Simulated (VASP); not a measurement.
A run of VASP 6.6.1 is set up as follows.

The input INCAR:

```
PREC = Accurate
ENCUT = 600
EDIFF = 1E-6
ISMEAR = 0
SIGMA = 0.1
LREAL = F
LASPH = T
NELM = 80
ALGO = Fast
ISIF = 3
LWAVE = F
LCHARG = F
GGA = PE
IBRION = 2
NSW = 90
EDIFFG = -0.04
```

The input KPOINTS:

```
regular mesh
0
Gamma
  6 6 2
```

POSCAR

```
NaIr2
1.0
    3.5073162389      0.0000000000      0.0000000000
    0.0000000000      3.5073162389      0.0000000000
    0.0000000000      0.0000000000     10.5720366391
Na Ir
2 4
Direct
    0.0000000000      0.0000000000      0.0000000000
    0.5000000000      0.5000000000      0.5000000000
    0.0000000000      0.5000000000      0.2613289980
    0.0000000000      0.5000000000      0.7613289980
    0.5000000000      0.0000000000      0.2386710020
    0.5000000000      0.0000000000      0.7386710020
```

Potentials or basis: VASP PAW PBE potentials, release 64 (Na_pv, Ir).

Command:

```console
$ cat potpaw_PBE.64/Na_pv/POTCAR potpaw_PBE.64/Ir/POTCAR > POTCAR
$ mpirun -np 1 vasp_std > vasp.out
```

Task: What does it give for the relaxed volume?

Result: 21.76 Å³/atom.

Task: What does it give for the space group after relaxing (to 0.1 Å)?

Result: I4/mmm (No. 139).

Task: What does it give for the relaxed cell?

Result: a = 3.531 Å, b = 3.531 Å, c = 10.472 Å, α = 90.00°, β = 90.00°, γ = 90.00°.

Step by step:
| step | energy change (eV) | largest force (eV/Å) | pressure (GPa) | volume (Å³) |
| --- | --- | --- | --- | --- |
| 1 | 0.0000 | 0.1874 | 0.89 | 130.05 |
| 2 | -0.0034 | 0.3063 | -1.51 | 132.33 |
| 3 | -0.0071 | 0.2774 | -0.54 | 131.38 |
| 4 | -0.0189 | 0.2581 | -0.85 | 131.69 |
| 5 | -0.0627 | 0.6561 | -1.54 | 132.62 |
| 6 | -0.1512 | 0.1637 | -3.47 | 134.50 |
| 7 | -0.1581 | 0.4032 | -2.67 | 133.75 |
| 8 | -0.1641 | 0.1870 | -2.98 | 134.05 |
| 9 | -0.1684 | 0.1064 | -2.89 | 133.94 |
| 10 | -0.1730 | 0.0670 | -2.74 | 133.72 |
| 11 | -0.1784 | 0.0570 | -2.48 | 133.46 |
| 12 | -0.1913 | 0.0310 | -1.75 | 132.68 |
| 13 | -0.2019 | 0.0208 | -0.18 | 131.12 |
| 14 | -0.2019 | 0.0233 | -0.13 | 131.07 |
| 15 | -0.2021 | 0.0192 | -0.13 | 131.02 |
| 16 | -0.2026 | 0.0133 | -0.08 | 130.88 |
| 17 | -0.2032 | 0.0022 | -0.03 | 130.59 |

Caveat: the highest band is partly filled, so the run has too few bands.
